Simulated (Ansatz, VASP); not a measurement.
## Two plane-wave programs on W

INCAR

```
SYSTEM = W
  ALGO = Normal
  EDIFF = 1E-7
  ENCUT = 520
  GGA = PE
  ISIF = 2
  ISMEAR = 0
  LASPH = .True.
  LCHARG = .False.
  LREAL = .False.
  LWAVE = .False.
  NBANDS = 13
  NELM = 60
  PREC = Accurate
  SIGMA = 0.15
```

The input KPOINTS:

```
k-points
0
Gamma
  26 26 26
  0 0 0
```

The input POSCAR:

```
W
1.0
   -1.6156560122      1.6156560122      1.6156560122
    1.6156560122     -1.6156560122      1.6156560122
    1.6156560122      1.6156560122     -1.6156560122
W
1
Direct
    0.0000000000      0.0000000000      0.0000000000
```

Input for Ansatz:

```yaml
crystal:
  lattice:
    - [-1.6156560122, 1.6156560122, 1.6156560122]
    - [1.6156560122, -1.6156560122, 1.6156560122]
    - [1.6156560122, 1.6156560122, -1.6156560122]
  atoms:
    - { symbol: W, position: [0.0, 0.0, 0.0] }
basis:
  ecutwfc: 420
kpoints:
  mp_grid: { grid: [26, 26, 26] }
hamiltonian:
  xc: pbe
scf:
  occupations: { method: gaussian, width: 0.15 }
output:
  forces: true
  stress: true
  eigenvalues: true
```

Change from the starting cell: strain +0.015 along x and y, +0.015 along z, atoms carried along.

Alike in both runs: task single point; functional PBE; k mesh 26 × 26 × 26; occupations gaussian, width 0.15 eV; no spin polarisation.

```csv
,VASP,Ansatz
version,VASP 6.6.1,Ansatz 0.2.0
potentials or method,"VASP PAW PBE potentials, release 64 (W_sv), cutoff 520 eV","scalar-relativistic, plane waves, PAW"
valence electrons in the cell,14,14
```

|  | VASP | Ansatz | Ansatz less VASP |
| --- | --- | --- | --- |
| gap on the k mesh at the Fermi level (eV) | none | none | - |
| pressure (GPa) | -11.9 | -12.3 | -0.35 |

A gap of «none» marks a metal or a gap that the smearing closes. With one functional, cell and mesh, what is left measures potentials, basis and numerics.

Spin-orbit coupling is off throughout.
